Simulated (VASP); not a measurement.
Input of a VASP 6.6.1 run:

File INCAR:

```
ALGO = Normal ; EDIFF = 1E-6
ENCUT = 520 ; GGA = PS
ISIF = 2 ; ISMEAR = -1
LASPH = True ; LCHARG = True
LELF = True ; LREAL = False
LVHAR = True ; LWAVE = False
NBANDS = 38 ; NELM = 60
PREC = Accurate ; SIGMA = 0.03
```

The input KPOINTS:

```
k-points
0
Gamma
  4 4 4
```

Contents of POSCAR:

```
CaSiI6
1.0
    7.0529541520      0.0587195277     -0.0467711690
    3.4695345096      6.1470116165      0.1148139148
    0.0191386269      3.9312038356      6.6525871844
Ca Si I
1 1 6
Direct
    0.5000000000      0.0000000000      0.5000000000
    0.0000000000      0.0000000000      0.0000000000
    0.0490008797      0.1695252994      0.2321695817
    0.9509991203      0.8304747006      0.7678304183
    0.2191863443      0.1832903441      0.7679008545
    0.7808136557      0.8167096559      0.2320991455
    0.4011662343      0.5496659370      0.2319386577
    0.5988337657      0.4503340630      0.7680613423
```

Potentials or basis: VASP PAW PBE potentials, release 64 (Ca_sv, Si, I).

The run is started by

```bash
$ cat potpaw_PBE.64/Ca_sv/POTCAR potpaw_PBE.64/Si/POTCAR potpaw_PBE.64/I/POTCAR > POTCAR
$ mpirun -np 1 vasp_std > vasp.out
```

(1) Predict the pressure.

(2) Predict the band gap on the k mesh.

(3) What does it give for the largest force?

Results:

(1) 0.1 GPa.

(2) 0.67 eV (least direct gap 0.71 eV).

(3) 0.005 eV/Å.

Caveat: the PAW data sets were made with another functional, which shifts forces and pressure a little; spin-orbit coupling is left out, which moves the levels of the heavy elements.
